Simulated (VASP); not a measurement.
# W (Im-3m) in VASP: notebook

W is run at these levels: PBE; tasks: single point.

All numbers are computed with VASP 6.6.1; they aren't measurements. Logs are shortened: lines on timing, memory, paths and dates and some standing lists are left out, and cuts for length are marked.

### 1 The cell of the first run

Symmetry: Im-3m, No. 229, cubic system. Conventional cell: a = 3.207 Å, b = 3.207 Å, c = 3.207 Å, α = 90.00°, β = 90.00°, γ = 90.00°. Within 3.7 Å of W (site symmetry m-3m) lie 14 W at 2.78 to 3.21 Å.

### 2 Single point, PBE

INCAR reads:

```
PREC = Accurate
ENCUT = 500
EDIFF = 1E-6
ISMEAR = -1
SIGMA = 0.1
LREAL = F
LASPH = T
NELM = 120
ALGO = Normal
ISIF = 2
LWAVE = F
LCHARG = F
GGA = PE
NBANDS = 13
GGA_COMPAT = F
```

KPOINTS reads:

```
Automatic mesh
0
Gamma
  8 8 8
```

POSCAR reads:

```
W
1.0
   -1.6033247565      1.6033247565      1.6033247565
    1.6033247565     -1.6033247565      1.6033247565
    1.6033247565      1.6033247565     -1.6033247565
W
1
Direct
    0.0000000000      0.0000000000      0.0000000000
```

Potentials or basis: VASP PAW PBE potentials, release 64 (W_sv).

On the command line:

```bash
> cat potpaw_PBE.64/W_sv/POTCAR > POTCAR
> mpirun -np 1 vasp_std > vasp.out
```

OUTCAR:

```text
PREC = Accurate
   ENCUT = 500
   EDIFF = 1E-6
   ISMEAR = -1
   LREAL = F
   LASPH = T
   NELM = 120
   ISIF = 2
   GGA = PE

 ion  position               nearest neighbor table
   1  0.000  0.000  0.000-

  LATTYP: Found a body centered cubic cell.
 ALAT       =     3.2066495130

  Lattice vectors:

 A1 = (  -1.6033247565,   1.6033247565,   1.6033247565)
 A2 = (   1.6033247565,  -1.6033247565,   1.6033247565)
 A3 = (   1.6033247565,   1.6033247565,  -1.6033247565)

Analysis of symmetry for initial positions (statically):
=====================================================================
 Subroutine PRICEL returns:
 Original cell was already a primitive cell.

 Routine SETGRP: Setting up the symmetry group for a
 body centered cubic supercell.

 Subroutine GETGRP returns: Found 48 space group operations
[... 9 lines left out ...]

 Routine SETGRP: Setting up the symmetry group for a
 body centered cubic supercell.

 Subroutine GETGRP returns: Found 48 space group operations
[... 11 lines left out ...]
                                     Primitive cell

  volume of cell :      16.4863

  direct lattice vectors                    reciprocal lattice vectors
    -1.603324756  1.603324756  1.603324756     0.000000000  0.311851980  0.311851980
     1.603324756 -1.603324756  1.603324756     0.311851980  0.000000000  0.311851980
     1.603324756  1.603324756 -1.603324756     0.311851980  0.311851980  0.000000000

  length of vectors
     2.777039939  2.777039939  2.777039939     0.441025300  0.441025300  0.441025300

  position of ions in fractional coordinates (direct lattice)
     0.000000000  0.000000000  0.000000000

  ion indices of the primitive-cell ions
   primitive index   ion index
                 1           1

----------------------------------------------------------------------------------------

 KPOINTS: Automatic mesh

Automatic generation of k-mesh.
 Grid dimensions read from file:
 generate k-points for:    8    8    8

 Generating k-lattice:

  Cartesian coordinates                     Fractional coordinates (reciprocal lattice)
     0.000000000  0.038981498  0.038981498     0.125000000  0.000000000  0.000000000
     0.038981498  0.000000000  0.038981498     0.000000000  0.125000000  0.000000000
     0.038981498  0.038981498  0.000000000     0.000000000  0.000000000  0.125000000

  Length of vectors
     0.055128162  0.055128162  0.055128162

  Shift w.r.t. Gamma in fractional coordinates (k-lattice)
     0.000000000  0.000000000  0.000000000

 Subroutine IBZKPT returns following result:
 ===========================================

 Found     29 irreducible k-points:

 Following reciprocal coordinates:
            Coordinates               Weight
  0.000000  0.000000  0.000000      1.000000
  0.125000  0.000000  0.000000     12.000000
  0.250000  0.000000  0.000000     12.000000
  0.375000  0.000000  0.000000     12.000000
  0.500000  0.000000  0.000000      6.000000
  0.125000  0.125000  0.000000     24.000000
[... 16 lines left out ...]
 -0.250000  0.250000  0.250000      6.000000
 -0.375000  0.375000  0.250000     24.000000
 [... further k-points ...]
   k-points           NKPTS =     29   k-points in BZ     NKDIM =     29   number of bands    NBANDS=     13
   number of dos      NEDOS =    301   number of ions     NIONS =      1
   total plane-waves  NPLWV =   8000
   dimension x,y,z NGX =    20 NGY =   20 NGZ =   20
   dimension x,y,z NGXF=    40 NGYF=   40 NGZF=   40
   ions per type =               1
   NGX,Y,Z   is equivalent  to a cutoff of  11.97, 11.97, 11.97 a.u.
   NGXF,Y,Z  is equivalent  to a cutoff of  23.95, 23.95, 23.95 a.u.
 SYSTEM =  unknown system
   PREC   = accura    normal or accurate (medium, high low for compatibility)
   ISTART =      0    job   : 0-new  1-cont  2-samecut
   ICHARG =      2    charge: 1-file 2-atom 10-const
   ISPIN  =      1    spin polarized calculation?
   LNONCOLLINEAR =      F non collinear calculations
   LSORBIT =      F    spin-orbit coupling
   LASPH  =      T    aspherical Exc in radial PAW
   ENCUT  =  500.0 eV  36.75 Ry    6.06 a.u.   5.06  5.06  5.06*2*pi/ulx,y,z
   NELM   =    120;   NELMIN=  2; NELMDL= -5     # of ELM steps
   EDIFF  = 0.1E-05   stopping-criterion for ELM
   LREAL  =      F    real-space projection
   EDIFFG = 0.1E-04   stopping-criterion for IOM
   NSW    =      0    number of steps for IOM
   IBRION =     -1    ionic relax: 0-MD 1-quasi-New 2-CG
   NFREE  =      0    steps in history (QN), initial steepest desc. (CG)
   ISIF   =      2    stress and relaxation
   ISYM   =      2    0-nonsym 1-usesym 2-fastsym
   POTIM  = 0.5000    time-step for ionic-motion
   TEBEG  =    0.0;   TEEND  =   0.0 temperature during run
   PSTRESS=    0.0 pullay stress
   NELECT =      14.0000    total number of electrons
   NUPDOWN=      -1.0000    fix difference up-down
   EMIN   =  10.00;   EMAX   =-10.00  energy-range for DOS
   EFERMI =   0.00;   METHOD = LEGACY
   ISMEAR =    -1;   SIGMA  =   0.10  broadening in eV -4-tet -1-fermi 0-gaus
   EFERMI_NEDOS =   21; number of points for ismear=-14 and -15
   IALGO  =     38    algorithm
   IMIX   =      4    mixing-type and parameters
     AMIX     =   0.40;   BMIX     =  1.00
     AMIX_MAG =   1.60;   BMIX_MAG =  1.00
  volume/ion in A,a.u.               =      16.49       111.26
  Fermi-wavevector in a.u.,A,eV,Ry     =   1.550277  2.929599 32.699688  2.403359
  Thomas-Fermi vector in A             =   2.654964
   LORBIT       =      0    0 simple, 1 ext, 2 COOP (PROOUT), +10 PAW based schemes
   GGA     = PE    functional components
   LHFCALC =     F    Hartree Fock is set to
   AEXX    =    0.0000 exact exchange contribution
   IVDW    =     0    specifies the selected vdW correction
   LEPSILON=     F    determine dielectric tensor
   LRPA    =     F    only Hartree local field effects (RPA)
 non-spin polarized calculation
  energy-cutoff  :      500.00
  volume of cell :       16.49
 maximum number of plane-waves:       429
   NGX = 11   NGY = 11   NGZ = 11

 number of electron      13.9999996 magnetization

 Free energy of the ion-electron system (eV)
  ---------------------------------------------------
  ext. energy  EPLUGINS =         0.00000000
  ---------------------------------------------------
  free energy    TOTEN  =       -12.95278601 eV

  energy without entropy =      -12.94418369  energy(sigma->0) =      -12.94848485

 E-fermi :  10.7000     XC(G=0): -13.4191

 val. band max:       10.4076988689   @ k =   0.1250   0.0000   0.0000
 cond. band min:      10.9719176078   @ k =  -0.2500   0.2500   0.1250
 fundamental gap:      0.5642187389
 Fermi energy:        10.6999520169

 k-point     1 :       0.0000    0.0000    0.0000
  band No.  band energies     occupation
      1     -63.3492      2.00000
      2     -26.9655      2.00000
      3     -26.9655      2.00000
      4     -26.9655      2.00000
      5       1.4655      2.00000
      6       9.7217      1.99989
      7       9.7217      1.99989
      8       9.7217      1.99989
      9      13.0538      0.00000
     10      13.0538      0.00000
     11      25.3089      0.00000
     12      25.3089      0.00000
     13      25.3089      0.00000

 k-point     2 :       0.1250    0.0000    0.0000
  band No.  band energies     occupation
      1     -63.3327      2.00000
      2     -27.1418      2.00000
      3     -27.0213      2.00000
      4     -26.9662      2.00000
      5       2.1634      2.00000
      6       9.3188      2.00000
      7       9.5833      1.99997
      8      10.4077      1.89790
      9      12.5483      0.00000
     10      13.0707      0.00000
     11      25.8091      0.00000
     12      26.5059      0.00000
     13      26.7689      0.00000

 k-point     3 :       0.2500    0.0000    0.0000
  band No.  band energies     occupation
      1     -63.2931      2.00000
      2     -27.5512      2.00000
      3     -27.1539      2.00000
      4     -26.9679      2.00000
      5       3.8064      2.00000
      6       8.4785      2.00000
      7       9.1118      2.00000
      8      12.3431      0.00000
      9      12.4544      0.00000
     10      13.2341      0.00000
     11      25.4241      0.00000
     12      26.8921      0.00000
     13      29.6738      0.00000

 k-point     4 :       0.3750    0.0000    0.0000
  band No.  band energies     occupation
      1     -63.2532      2.00000
      2     -27.9400      2.00000
      3     -27.2834      2.00000
      4     -26.9698      2.00000
      5       4.8158      2.00000
      6       7.7692      2.00000
      7       9.9415      1.99898
      8      12.9417      0.00000
      9      13.6103      0.00000
     10      15.0289      0.00000
     11      23.2893      0.00000
     12      23.3089      0.00000
     13      29.7023      0.00000

 k-point     5 :       0.5000    0.0000    0.0000
  band No.  band energies     occupation
      1     -63.2366      2.00000
      2     -28.0957      2.00000
      3     -27.3362      2.00000
      4     -26.9706      2.00000
      5       4.8601      2.00000
      6       7.5033      2.00000
      7      11.4342      0.00129
      8      12.9260      0.00000
      9      13.8570      0.00000
     10      16.6937      0.00000
     11      21.3438      0.00000
     12      22.2659      0.00000
     13      27.1828      0.00000
[... 257 lines left out ...]
 k-point    22 :       0.2500    0.2500    0.2500
  band No.  band energies     occupation
      1     -63.2292      2.00000
      2     -27.5343      2.00000
      3     -27.5343      2.00000
      4     -27.5343      2.00000
      5       8.0136      2.00000
      6       8.0136      2.00000
      7       8.0136      2.00000
      8      14.0098      0.00000
      9      14.0098      0.00000
     10      17.1289      0.00000
     11      22.6831      0.00000
     12      22.6831      0.00000
     13      22.6831      0.00000

 k-point    23 :      -0.2500    0.2500    0.2500
  band No.  band energies     occupation
      1     -63.2438      2.00000
      2     -27.5709      2.00000
      3     -27.3570      2.00000
      4     -27.3570      2.00000
      5       5.7564      2.00000
      6       8.2579      2.00000
      7      10.3779      1.92323
      8      10.3779      1.92323
      9      12.1913      0.00000
     10      14.1788      0.00000
     11      25.0729      0.00000
     12      29.6701      0.00000
     13      29.6701      0.00000

 k-point    24 :      -0.3750    0.3750    0.2500
  band No.  band energies     occupation
      1     -63.2090      2.00000
      2     -27.8106      2.00000
      3     -27.4963      2.00000
      4     -27.3891      2.00000
      5       6.5025      2.00000
      6       7.2546      2.00000
      7      10.3860      1.91700
      8      11.1432      0.02350
      9      14.4283      0.00000
     10      15.0225      0.00000
     11      24.0300      0.00000
     12      26.4566      0.00000
     13      27.6886      0.00000

 [... further k-points ...]
[... 5 lines left out ...]
  --------------------------------------------------------------------------------------
  -------------------------------------------------------------------------------------
  Total       -0.5733033     -0.5733033     -0.5733033      0.0000000      0.0000000     -0.0000000
  in kB      -55.7147975    -55.7147975    -55.7147975      0.0000000      0.0000000     -0.0000000
  external PRESSURE =     -55.7147975 kB  Pullay stress =       0.0000000 kB

 VOLUME and BASIS-vectors are now :
 -----------------------------------------------------------------------------
  energy-cutoff  :      500.00
  volume of cell :       16.49
      direct lattice vectors                 reciprocal lattice vectors
    -1.603324756  1.603324756  1.603324756     0.000000000  0.311851980  0.311851980
     1.603324756 -1.603324756  1.603324756     0.311851980  0.000000000  0.311851980
     1.603324756  1.603324756 -1.603324756     0.311851980  0.311851980  0.000000000

 POSITION                                       TOTAL-FORCE (eV/Angst)
 -----------------------------------------------------------------------------------
      0.00000      0.00000      0.00000        -0.000000     -0.000000      0.000000
 -----------------------------------------------------------------------------------
    total drift:                                0.000000      0.000000      0.000000

  FREE ENERGIE OF THE ION-ELECTRON SYSTEM (eV)
  ---------------------------------------------------
  free  energy   TOTEN  =       -12.9527860148 eV

  energy  without entropy=      -12.9441836919  energy(sigma->0) =      -12.94848485
```

Run time: 11 s. Hardware: 1 thread of Intel Xeon 8259CL, shared host; peak memory 0.12 GiB.

What came out:

```
Free energy            : -12.9528 eV
Pressure               : -5.6 GPa
Band gap on the k mesh : zero (band 7 reaches 15.77 eV, above the bottom of band 8 at 9.72 eV)
```

Caveat: spin-orbit coupling is left out, which moves the levels of the heavy elements.

(Continued in part 2 of 2.)
